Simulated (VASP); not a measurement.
Here is a VASP 6.6.1 calculation.

INCAR

```
SYSTEM = Pd
PREC = Accurate
ENCUT = 520
EDIFF = 1E-6
ISMEAR = -1
SIGMA = 0.05
LREAL = .FALSE.
LASPH = .TRUE.
NELM = 150
ALGO = Normal
ISIF = 2
LWAVE = .FALSE.
LCHARG = .FALSE.
ISPIN = 2
MAGMOM = 0.5
LORBIT = 11
LMAXMIX = 4
GGA = PS
NBANDS = 15
```

Contents of KPOINTS:

```
regular mesh
0
G
  14 14 14
  0 0 0
```

File POSCAR:

```
Pd
1.0
    2.4591583746      0.0000000000      0.0000000000
    0.0000000000      2.4591583746      0.0000000000
    0.0000000000      0.0000000000      2.4591583746
Pd
1
Direct
    0.0000000000      0.0000000000      0.0000000000
```

Potentials or basis: VASP PAW PBE potentials, release 64 (Pd).

Launch:

```sh
$ cat potpaw_PBE.64/Pd/POTCAR > POTCAR
$ mpirun -np 1 vasp_std > vasp.out
```

(1) What does it give for the net moment?

(2) Estimate the pressure.

(3) Predict the band gap on the k mesh.

Answers

(1) 0.00 μB per cell.

(2) 25.6 GPa.

(3) zero (filled and empty bands overlap).

Caveat: the cell stands under pressure; the PAW data sets were made with another functional, which shifts forces and pressure a little.
